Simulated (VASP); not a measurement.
# TaN (P-6m2) in VASP: a series of runs, part 2 of 2

VASP 6.6.1. The steps go on from the part before.

## 3. Single point, LDA+U

File INCAR:

```
ALGO = Normal ; EDIFF = 1E-6
ENCUT = 600 ; GGA_COMPAT = F
ISIF = 2 ; ISMEAR = -1
LASPH = T ; LCHARG = F
LDAU = T ; LDAUJ = 0 0
LDAUL = 2 -1 ; LDAUPRINT = 1
LDAUTYPE = 2 ; LDAUU = 1 0
LMAXMIX = 4 ; LREAL = F
LWAVE = F ; NBANDS = 16
NELM = 200 ; PREC = Accurate
SIGMA = 0.05
```

File KPOINTS:

```
k-points
0
Gamma
  10 10 9
```

File POSCAR:

```
TaN
1.0
    2.9380000000      0.0000000000      0.0000000000
   -1.4690000000      2.5443826363      0.0000000000
    0.0000000000      0.0000000000      2.8830000000
Ta N
1 1
Direct
    0.0000000000      0.0000000000      0.5000000000
    0.6666666667      0.3333333333      0.0000000000
```

Potentials or basis: VASP PAW LDA potentials, release 64 (Ta_sv_GW, N).

Started as:

```bash
$ cat potpaw_LDA.64/Ta_sv_GW/POTCAR potpaw_LDA.64/N/POTCAR > POTCAR
$ mpirun -np 1 vasp_std > vasp.out
```

OUTCAR:

```text
EDIFF = 1E-6
   ENCUT = 600
   ISIF = 2
   ISMEAR = -1
   LASPH = T
   LREAL = F
   NELM = 200
   PREC = Accurate

 ion  position               nearest neighbor table
   1  0.000  0.000  0.500-   2 2.23   2 2.23   2 2.23   2 2.23   2 2.23   2 2.23
   2  0.667  0.333  0.000-   1 2.23   1 2.23   1 2.23   1 2.23   1 2.23   1 2.23

  LATTYP: Found a hexagonal cell.
 ALAT       =     2.9380000000
 C/A-ratio  =     0.9812797822

  Lattice vectors:

 A1 = (   2.9380000000,   0.0000000000,   0.0000000000)
 A2 = (  -1.4690000000,   2.5443826363,   0.0000000000)
 A3 = (   0.0000000000,   0.0000000000,   2.8830000000)

Analysis of symmetry for initial positions (statically):
=====================================================================
 Subroutine PRICEL returns:
 Original cell was already a primitive cell.

 Routine SETGRP: Setting up the symmetry group for a
 hexagonal supercell.

 Subroutine GETGRP returns: Found 12 space group operations
 (whereof 12 operations were pure point group operations)
 out of a pool of 24 trial point group operations.

The static configuration has the point symmetry D_3h.

Analysis of symmetry for dynamics (positions and initial velocities):
=====================================================================
 Subroutine PRICEL returns:
 Original cell was already a primitive cell.

 Routine SETGRP: Setting up the symmetry group for a
[... 171 lines left out ...]
  o =  0.1887  v =  0.0000  0.0000  0.0000  0.0000  0.0000  0.0000  1.0000 -0.0000 -0.0000  0.0000      0.0000  0.0000  0.0000  0.0000  0.0000  0.0000  0.0000  0.0000  0.0000  0.0000
  o =  0.1887  v =  0.0000 -0.0000 -0.0000 -1.0000  0.0000  0.0000  0.0000  0.0000  0.0000  0.0000      0.0000  0.0000  0.0000  0.0000  0.0000  0.0000  0.0000  0.0000  0.0000  0.0000
  o =  0.1887  v =  0.0000  0.0000  0.0000  0.0000  0.0000  0.0000 -0.0000 -0.0000 -1.0000  0.0000      0.0000  0.0000  0.0000  0.0000  0.0000  0.0000  0.0000  0.0000  0.0000  0.0000
  o =  0.2644  v =  0.0000  0.0000 -0.0000 -0.0000 -1.0000  0.0000  0.0000  0.0000  0.0000  0.0000      0.0000  0.0000  0.0000  0.0000  0.0000  0.0000  0.0000  0.0000  0.0000  0.0000
  o =  0.2644  v =  0.0000  0.0000  0.0000  0.0000  0.0000  0.0000  0.0000 -0.0000 -0.0000 -1.0000      0.0000  0.0000  0.0000  0.0000  0.0000  0.0000  0.0000  0.0000  0.0000  0.0000
  o =  0.2644  v =  0.0000  0.0000  0.0000  0.0000  0.0000  1.0000  0.0000  0.0000  0.0000  0.0000      0.0000  0.0000  0.0000  0.0000  0.0000  0.0000  0.0000  0.0000  0.0000  0.0000
  o =  0.2644  v =  1.0000  0.0000  0.0000  0.0000  0.0000  0.0000  0.0000  0.0000  0.0000  0.0000      0.0000  0.0000  0.0000  0.0000  0.0000  0.0000  0.0000  0.0000  0.0000  0.0000
  o =  0.3066  v =  0.0000  0.0000  1.0000 -0.0000 -0.0000  0.0000  0.0000  0.0000  0.0000  0.0000      0.0000  0.0000  0.0000  0.0000  0.0000  0.0000  0.0000  0.0000  0.0000  0.0000
  o =  0.3066  v =  0.0000  0.0000  0.0000  0.0000  0.0000  0.0000  0.0000  1.0000 -0.0000 -0.0000      0.0000  0.0000  0.0000  0.0000  0.0000  0.0000  0.0000  0.0000  0.0000  0.0000

 number of electron      18.0000000 magnetization

 Free energy of the ion-electron system (eV)
  ---------------------------------------------------
  ext. energy  EPLUGINS =         0.00000000
  ---------------------------------------------------
  free energy    TOTEN  =       -26.29568566 eV

  energy without entropy =      -26.29537093  energy(sigma->0) =      -26.29552830

 E-fermi :  12.3174     XC(G=0): -13.9782

 val. band max:       12.1911778804   @ k =   0.0000   0.0000   0.4444
 cond. band min:      12.4868983119   @ k =   0.0000   0.0000   0.3333
 fundamental gap:      0.2957204315
 Fermi energy:        12.3174307662

 k-point     1 :       0.0000    0.0000    0.0000
  band No.  band energies     occupation
      1     -56.0502      2.00000
      2     -22.5621      2.00000
      3     -22.3028      2.00000
      4     -22.3028      2.00000
      5      -5.3379      2.00000
      6       7.6916      2.00000
[... 433 lines left out ...]
      3     -22.5867      2.00000
      4     -22.5170      2.00000
      5      -2.9851      2.00000
      6       4.1944      2.00000
[... 8 lines left out ...]
     15      23.9582      0.00000
     16      27.7604      0.00000

 [... further k-points ...]
[... 5 lines left out ...]
  --------------------------------------------------------------------------------------
  -------------------------------------------------------------------------------------
  Total       -0.9356658     -0.9356658     -1.0817324      0.0000000      0.0000000      0.0000000
  in kB      -69.5588637    -69.5588637    -80.4176821      0.0000000      0.0000000      0.0000000
  external PRESSURE =     -73.1784698 kB  Pullay stress =       0.0000000 kB

 VOLUME and BASIS-vectors are now :
 -----------------------------------------------------------------------------
  energy-cutoff  :      600.00
  volume of cell :       21.55
      direct lattice vectors                 reciprocal lattice vectors
     2.938000000  0.000000000  0.000000000     0.340367597  0.196511324  0.000000000
    -1.469000000  2.544382636  0.000000000     0.000000000  0.393022648  0.000000000
     0.000000000  0.000000000  2.883000000     0.000000000  0.000000000  0.346860909

 POSITION                                       TOTAL-FORCE (eV/Angst)
 -----------------------------------------------------------------------------------
      0.00000      0.00000      1.44150         0.000000      0.000000      0.000000
      1.46900      0.84813      0.00000        -0.000000     -0.000000      0.000000
 -----------------------------------------------------------------------------------
    total drift:                               -0.000000      0.000000      0.000000

  FREE ENERGIE OF THE ION-ELECTRON SYSTEM (eV)
  ---------------------------------------------------
  free  energy   TOTEN  =       -26.2956856589 eV

  energy  without entropy=      -26.2953709334  energy(sigma->0) =      -26.29552830
```

OSZICAR:

```text
N       E                     dE             d eps       ncg     rms          rms(c)
DAV:   1     0.115586851080E+03    0.11559E+03   -0.12338E+04  2264   0.127E+03
DAV:   2    -0.246309723112E+02   -0.14022E+03   -0.13571E+03  3176   0.318E+02
DAV:   3    -0.299570866245E+02   -0.53261E+01   -0.53208E+01  2672   0.566E+01
DAV:   4    -0.300814465144E+02   -0.12436E+00   -0.12436E+00  3192   0.613E+00
DAV:   5    -0.300857165569E+02   -0.42700E-02   -0.42700E-02  2656   0.804E-01    0.563E+01
DAV:   6    -0.265097121578E+02    0.35760E+01   -0.77344E+00  2336   0.233E+01    0.598E+01
DAV:   7    -0.263687651340E+02    0.14095E+00   -0.46118E-01  2424   0.515E+00    0.273E+01
DAV:   8    -0.262997745220E+02    0.68991E-01   -0.16013E-01  2736   0.297E+00    0.756E+00
DAV:   9    -0.262959714815E+02    0.38030E-02   -0.10092E-02  2728   0.902E-01    0.578E-01
DAV:  10    -0.262957106426E+02    0.26084E-03   -0.17927E-03  2336   0.414E-01    0.121E-01
DAV:  11    -0.262956903116E+02    0.20331E-04   -0.10883E-04  2712   0.104E-01    0.176E-01
DAV:  12    -0.262956859579E+02    0.43537E-05   -0.13043E-05  2608   0.307E-02    0.254E-02
DAV:  13    -0.262956856589E+02    0.29896E-06   -0.11309E-06  1720   0.915E-03
   1 F= -.26295686E+02 E0= -.26295528E+02  d E =-.314726E-03
```

stdout:

```text
POSCAR found type information on POSCAR TaN
 POSCAR found :  2 types and       2 ions
 scaLAPACK will be used
 LDA part: xc-table for (Slater(with rela. corr.)+CA(PZ))
 , standard interpolation
 POSCAR, INCAR and KPOINTS ok, starting setup
 FFT: planning ... GRIDC
 FFT: planning ... GRID_SOFT
 FFT: planning ... GRID
 WAVECAR not read
 entering main loop
```

It took 15 s on 1 thread of Intel Xeon Platinum 8259CL at 2.50GHz (Skylake/Cascade Lake), shared host; peak memory 0.16 GiB.

Results:

```
Free energy            : -26.2957 eV
Pressure               : -7.3 GPa
Band gap on the k mesh : zero (band 9 reaches 12.49 eV, above the bottom of band 10 at 12.19 eV)
```

Levels at points of the mesh, in eV from the Fermi level:
| k point | band 5 | band 6 | band 7 | band 8 | band 9 | band 10 | band 11 | band 12 | band 13 | band 14 |
| --- | --- | --- | --- | --- | --- | --- | --- | --- | --- | --- |
| (0.00, 0.00, 0.00) | -17.66 | -4.63 | -4.63 | -4.28 | -3.00 | 2.19 | 3.50 | 3.50 | 3.99 | 3.99 |
| (0.50, 0.00, 0.00) | -15.31 | -8.37 | -5.24 | -3.54 | -3.25 | 2.99 | 3.96 | 5.13 | 5.25 | 7.35 |

Eigenvalues of the final occupation matrices:
```
    site  spin  trace               eigenvalues
site 1 d     1   1.21  0.19 0.19 0.26 0.26 0.31
site 1 d     2   1.21  0.19 0.19 0.26 0.26 0.31
```

Caveat: spin-orbit coupling is left out, which moves the levels of the heavy elements; U without spin polarisation on a metal has little footing.

## 4. Single point, LDA+U

File INCAR:

```
PREC = Accurate
ENCUT = 600
EDIFF = 1E-6
ISMEAR = -1
SIGMA = 0.05
LREAL = F
LASPH = T
NELM = 200
ALGO = Normal
ISIF = 2
LWAVE = F
LCHARG = F
LMAXMIX = 4
LDAU = T
LDAUTYPE = 2
LDAUL = 2 -1
LDAUU = 6 0
LDAUJ = 0 0
LDAUPRINT = 1
GGA = CA
NBANDS = 16
GGA_COMPAT = F
```

File KPOINTS:

```
regular mesh
0
Gamma
  10 10 9
```

POSCAR is that of step 3.

Started as:

```bash
$ cat potpaw_LDA.64/Ta_sv_GW/POTCAR potpaw_LDA.64/N/POTCAR > POTCAR
$ mpirun -np 1 vasp_std > vasp.out
```

It took 14 s on 1 thread of Intel Xeon 6975P-C (Granite Rapids), shared host; peak memory 0.15 GiB.

Results (log left out):

```yaml
Free_energy: -21.8947 eV
Pressure: 9.8 GPa
Band_gap_on_the_k_mesh: zero (band 9 reaches 13.38 eV, above the bottom of band 10 at 13.03 eV)
```

Stress tensor (GPa, compression positive):
```
 9.51  0.00  0.00
 0.00  9.51  0.00
 0.00  0.00 10.25
```

Levels at points of the mesh, in eV from the Fermi level:
```
           k point  band 6  band 7  band 8  band 9  band 10  band 11  band 12  band 13
(0.00, 0.00, 0.00)   -4.92   -4.92   -4.60   -3.55     1.48     3.31     3.31     4.46
(0.50, 0.00, 0.00)   -8.97   -5.43   -3.78   -3.75     3.41     3.77     5.12     5.29
```

Eigenvalues of the final occupation matrices:
```tsv
site	spin	trace	eigenvalues
site 1 d	1	1.11	0.16 0.16 0.24 0.24 0.30
site 1 d	2	1.11	0.16 0.16 0.24 0.24 0.30
```

Caveat: spin-orbit coupling is left out, which moves the levels of the heavy elements; U without spin polarisation on a metal has little footing.

## 5. Single point, PBEsol

File INCAR:

```
PREC = Accurate
ENCUT = 600
EDIFF = 1E-6
ISMEAR = -1
SIGMA = 0.03
LREAL = False
LASPH = True
NELM = 120
ALGO = Normal
ISIF = 2
LWAVE = False
LCHARG = False
GGA = PS
NBANDS = 15
GGA_COMPAT = False
```

File KPOINTS:

```
Automatic mesh
0
Gamma
  6 6 5
```

POSCAR is that of step 4.

Potentials or basis: VASP PAW PBE potentials, release 64 (Ta_pv, N).

Started as:

```bash
$ cat potpaw_PBE.64/Ta_pv/POTCAR potpaw_PBE.64/N/POTCAR > POTCAR
$ mpirun -np 1 vasp_std > vasp.out
```

Wall time 5.3 s (1 thread of Intel Xeon Platinum 8559C (Emerald Rapids), shared host); peak memory 0.14 GiB.

The run converged. Its results:

| Quantity | Value |
| --- | --- |
| Free energy | -23.8109 eV |
| Pressure | -4.3 GPa |
| Band gap on the k mesh | zero (band 8 reaches 8.23 eV, above the bottom of band 9 at 8.08 eV) |

Stress tensor (GPa, compression positive):
```
-4.42  0.00  0.00
 0.00 -4.42  0.00
 0.00  0.00 -4.01
```

Levels at points of the mesh, in eV from the Fermi level:
```tsv
k point	band 4	band 5	band 6	band 7	band 8	band 9	band 10	band 11	band 12	band 13
(0.00, 0.00, 0.00)	-17.81	-4.64	-4.64	-4.30	-2.98	2.14	3.52	3.52	3.91	3.91
(0.50, 0.00, 0.00)	-15.48	-8.39	-5.27	-3.57	-3.24	2.91	3.97	5.14	5.23	7.34
```

Caveat: the k points lie up to 0.44 Å⁻¹ apart; the PAW data sets were made with another functional, which shifts forces and pressure a little; spin-orbit coupling is left out, which moves the levels of the heavy elements.

## 6. The runs side by side

| level | potentials or basis | U | k mesh | smearing | second run | gap on the mesh (eV) | pressure (GPa) |
| --- | --- | --- | --- | --- | --- | --- | --- |
| LDA | VASP PAW LDA potentials, release 64 (Ta_sv_GW, N) | - | 10 × 10 × 9 | fermi-dirac 0.05 eV | valence_matched | none | -10.5 |
| LDA+U | VASP PAW LDA potentials, release 64 (Ta_sv_GW, N) | Ta d U = 1.0 eV | 10 × 10 × 9 | fermi-dirac 0.05 eV | valence_matched | none | -7.3 |
| LDA+U | VASP PAW LDA potentials, release 64 (Ta_sv_GW, N) | Ta d U = 6.0 eV | 10 × 10 × 9 | fermi-dirac 0.05 eV | valence_matched | none | 9.8 |
| PBEsol | VASP PAW PBE potentials, release 64 (Ta_pv, N) | - | 6 × 6 × 5 | fermi-dirac 0.03 eV | - | none | -4.3 |

Alike in all rows: task single point; no spin polarisation; cell as given; cutoff (eV) 600.

Caveats: some runs use coarse meshes; spin-orbit coupling is left out, which moves the levels of the heavy elements; U without spin polarisation on a metal has little footing (some runs); the PAW data sets were made with another functional, which shifts forces and pressure a little (some runs).

Total energies depend on the potentials used, so only differences within one code and one set of settings carry meaning.
